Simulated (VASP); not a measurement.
Sn: single point with PBEsol

Sn:

```
CELL_PARAMETERS angstrom
0.00000 3.53244 3.13995
3.53244 0.00000 3.13995
3.53244 3.53244 0.00000
ATOMIC_POSITIONS crystal
Sn 0.50000 0.50000 0.50000
Sn 0.75000 0.75000 0.75000
```

This cell differs from its parent crystal: strain +0.080 along x and y, -0.040 along z.

| Property | Result |
| --- | --- |
| Program | VASP 6.6.1 |
| Task | single point |
| Functional | PBEsol |
| Potentials or basis | VASP PAW PBE potentials, release 64 (Sn_d) |
| Cutoff | 520 eV |
| k mesh | 16 × 16 × 16 |
| Occupations | gaussian, width 0.15 eV |
| Spin | no spin polarisation |

```json
{
 "Pressure": "-3.7 GPa",
 "Band gap on the k mesh": "zero (bands 14 and 15 overlap by 0.65 eV)"
}
```

Stress tensor (GPa, compression positive):
```
-4.60  0.00  0.00
 0.00 -4.60  0.00
 0.00  0.00 -1.85
```

Levels at points of the mesh, in eV from the Fermi level:
```tsv
k point	band 10	band 11	band 12	band 13	band 14	band 15	band 16	band 17	band 18	band 19
(0.00, 0.00, 0.00)	-21.08	-9.75	-1.66	-0.10	-0.10	0.52	1.87	2.34	2.34	4.78
(0.50, 0.00, 0.00)	-21.06	-8.38	-5.87	-1.23	-0.57	-0.39	2.95	3.43	5.69	7.30
(0.50, 0.50, 0.00)	-21.10	-6.89	-6.89	-2.38	-2.38	0.52	0.52	6.94	6.94	8.39
(0.50, 0.00, 0.50)	-21.06	-7.19	-7.19	-1.82	-1.82	1.11	1.11	6.43	6.43	7.76
```

It took 13 min on 1 thread of Intel(R) Xeon(R) Platinum 8488C (Sapphire Rapids), on a shared host, peak memory 0.55 GiB.

Caveat: the cell differs from its parent crystal (strain +0.080 along x and y, -0.040 along z); the cell stands under tension; the PAW data sets were made with another functional, which shifts forces and pressure a little; spin-orbit coupling is left out, which moves the levels of the heavy elements.
